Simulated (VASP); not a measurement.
Here is a VASP 6.6.1 calculation.

The input INCAR:

```
PREC = Accurate
ENCUT = 520
EDIFF = 1E-6
ISMEAR = 0
SIGMA = 0.05
LREAL = False
LASPH = True
NELM = 60
ALGO = Normal
ISIF = 2
LWAVE = False
LCHARG = False
GGA = PS
NBANDS = 11
```

KPOINTS

```
Automatic mesh
0
Gamma
  10 10 10
```

Contents of POSCAR:

```
SiC
1.0
    0.0000000000      2.1783945700      2.1783945700
    2.1783945700      0.0000000000      2.1783945700
    2.1783945700      2.1783945700      0.0000000000
Si C
1 1
Direct
   -0.0011779299      0.0058896495      0.0011779299
    0.7527543220      0.7362283902      0.7472456780
```

Potentials or basis: VASP PAW PBE potentials, release 64 (Si, C).

Launch:

```bash
$ cat potpaw_PBE.64/Si/POTCAR potpaw_PBE.64/C/POTCAR > POTCAR
$ mpirun -np 1 vasp_std > vasp.out
```

Predict the band gap on the k mesh.

0.94 eV, indirect (least direct gap 4.31 eV).

Estimate the pressure.

0.8 GPa.

Forces in eV/Å, atoms in the order of the input:
```
Si  -0.987  0.122 -0.662
C    0.987 -0.122  0.662
```

Caveat: the cell differs from its parent crystal (mode 4 frozen in at -0.036 Å and mode 5 at -0.024 Å (largest displacements)); the PAW data sets were made with another functional, which shifts forces and pressure a little. A k mesh can miss the band edges.
